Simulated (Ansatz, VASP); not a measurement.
## One calculation of Be3ZnO, two programs

```xyz
10
Lattice="4.4618 -0.0055 0.0017 -2.2291 4.2790 -0.6344 -0.0029 -0.7934 5.0881" Properties=species:S:1:pos:R:3 pbc="T T T"
Be    3.4887    0.6277    0.1869
Be    3.4874    0.2310    2.7310
Be    2.0869    2.5128    0.4812
Be    2.0855    2.1160    3.0253
Be    1.4109    0.9436   -1.0676
Be    1.4095    0.5469    1.4764
Zn   -0.1638    2.9153   -0.7594
Zn   -0.1653    2.5186    1.7846
O     4.3339   -0.0845    1.3792
O     4.3324   -0.4813    3.9233
```

Change from the starting cell: cell x2, atoms moved at random (sigma 0.1 Å) and cell strained at random (1.5 %), then relaxed without symmetry.

Alike in both runs: functional PBE; k mesh 6 × 6 × 4; occupations gaussian, width 0.2 eV; no spin polarisation.

Ansatz relaxed the structure, and its values are those at the end. VASP's run is a single point on that final structure, the one shown.

```csv
,VASP,Ansatz
version,VASP 6.6.1,Ansatz 0.2.0
potentials or method,"VASP PAW PBE potentials, release 64 (Be, Zn, O), cutoff 520 eV","scalar-relativistic, plane waves, PAW"
valence electrons in the cell,48,48
```

```tsv
	VASP	Ansatz	Ansatz less VASP
gap on the k mesh at the Fermi level (eV)	none	none	-
pressure (GPa)	0.3	0.0	-0.28
rms of the force components (eV/Å)	0.016	0.003	-0.0131
```

A gap of «none» marks a metal or a gap that the smearing closes.
